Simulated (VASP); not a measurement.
Here is a VASP 6.6.1 calculation.

The input INCAR:

```
SYSTEM = Fe
PREC     = Accurate       ! precision mode
ENCUT    = 520            ! plane-wave cutoff, eV
EDIFF    = 1E-7           ! SCF threshold, eV
ISMEAR   = -1             ! smearing method
SIGMA    = 0.05           ! smearing width, eV
LREAL    = .False.        ! projectors in reciprocal space
LASPH    = .True.         ! aspherical terms in the spheres
NELM     = 150            ! most SCF steps
ALGO     = Normal         ! electronic algorithm
ISIF     = 2              ! what is computed and relaxed
LWAVE    = .False.        ! write WAVECAR
LCHARG   = .True.         ! write CHGCAR
ISPIN    = 2              ! spin polarisation
MAGMOM   = 1.551 -1.551   ! initial moments
LORBIT   = 11             ! projections on sites
LMAXMIX  = 4              ! l up to which the mixer works
GGA      = PE             ! functional
LELF     = .True.         ! ELF
LVHAR    = .True.       
NBANDS   = 19             ! bands
```

Contents of KPOINTS:

```
Automatic mesh
0
Gamma
  21 21 14
  0 0 0
```

File POSCAR:

```
Fe
1.0
    2.4214045604      0.0000000000      0.0000000000
    0.0000000000      2.4214045604      0.0000000000
    0.0000000000      0.0000000000      3.6811585483
Fe
2
Direct
    1.0000000000      1.0000000000      0.0000000000
    0.5000000000      0.5000000000      0.5000000000
```

Potentials or basis: VASP PAW PBE potentials, release 64 (Fe).

Run with:

```console
$ cat potpaw_PBE.64/Fe/POTCAR > POTCAR
$ mpirun -np 1 vasp_std > vasp.out
```

**Question.** Estimate the pressure.

**Answer.** -0.5 GPa.

**Question.** Predict the band gap on the k mesh.

**Answer.** Zero (filled and empty bands overlap).

Stress tensor (GPa, compression positive):
```
-0.56  0.00  0.00
 0.00 -0.56  0.00
 0.00  0.00 -0.27
```

Caveat: the antiferromagnetic order is the one typed at the start, and another may lie lower.
